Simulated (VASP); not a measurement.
Set up this calculation in VASP 6.6.1, as the native input.

* Task: single point
* Functional: LDA
* Potentials or basis: VASP PAW LDA potentials, release 64 (C_h)
* Cutoff: 910 eV
* k mesh: 7 × 7 × 7
* Occupations: fermi-dirac, width 0.05 eV
* Spin: no spin polarisation
* Dipole correction: no
* Second run: hard_potentials
* Further INCAR settings: ALGO = Normal; EDIFF = 1e-06; NBANDS = 11

The structure of C lies in POSCAR:

```
C
1.0
    0.0000000000      1.7833700000      1.7833700000
    1.7833700000      0.0000000000      1.7833700000
    1.7833700000      1.7833700000      0.0000000000
C
2
Direct
    0.7500000000      0.7500000000      0.7500000000
    0.5000000000      0.5000000000      0.5000000000
```

These files were run (other wordings do the same):

INCAR

```
SYSTEM = C
  PREC = Accurate
  ENCUT = 910
  EDIFF = 1E-6
  ISMEAR = -1
  SIGMA = 0.05
  LREAL = .FALSE.
  LASPH = .TRUE.
  NELM = 120
  ALGO = Normal
  ISIF = 2
  LWAVE = .FALSE.
  LCHARG = .FALSE.
  GGA = CA
  NBANDS = 11
  GGA_COMPAT = .FALSE.
```

KPOINTS

```
regular mesh
0
G
  7 7 7
  0 0 0
```

Potentials or basis: VASP PAW LDA potentials, release 64 (C_h).

Command:

```console
$ cat potpaw_LDA.64/C_h/POTCAR > POTCAR
$ mpirun -np 1 vasp_std > vasp.out
```

It gave:

- Pressure: -12.5 GPa
- Band gap on the k mesh: 4.22 eV, indirect (least direct gap 5.54 eV)

Caveat: the k points lie up to 0.44 Å⁻¹ apart; the cutoff is under 1.25 times the usual one of these potentials, so pressure, stress and relaxed cells hold a basis-set (Pulay) error.

It took 4.2 s on 1 thread of Intel(R) Xeon(R) 6975P-C (Granite Rapids), on a shared host, peak memory 0.13 GiB.
